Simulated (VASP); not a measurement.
Here is a VASP 6.6.1 calculation.

INCAR

```
SYSTEM = Pb
  ALGO = Fast
  EDIFF = 1E-7
  ENCUT = 520
  GGA = CA
  GGA_COMPAT = .FALSE.
  ISIF = 2
  ISMEAR = -1
  LASPH = .TRUE.
  LCHARG = .FALSE.
  LNONCOLLINEAR = .TRUE.
  LORBIT = 11
  LORBMOM = .TRUE.
  LREAL = .FALSE.
  LSORBIT = .TRUE.
  LWAVE = .FALSE.
  MAGMOM = 0 0 0
  NBANDS = 25
  NELM = 150
  PREC = Accurate
  SIGMA = 0.05
```

The input KPOINTS:

```
k-points
0
G
  9 9 9
  0 0 0
```

Contents of POSCAR:

```
Pb
1.0
    0.0000000000      2.4750200000      2.4750200000
    2.4750200000      0.0000000000      2.4750200000
    2.4750200000      2.4750200000      0.0000000000
Pb
1
Direct
    0.0000000000      0.0000000000      0.0000000000
```

Potentials or basis: VASP PAW LDA potentials, release 64 (Pb_d).

Command:

```console
$ cat potpaw_LDA.64/Pb_d/POTCAR > POTCAR
$ mpirun -np 1 vasp_ncl > vasp.out
```

Task: What does it give for the net moment?

Result: 0.00 μB per cell.

Task: Estimate the pressure.

Result: -2.0 GPa.

Moments on the atoms (μB; x, y, z):
```
Pb  0.00 0.00 0.00
```
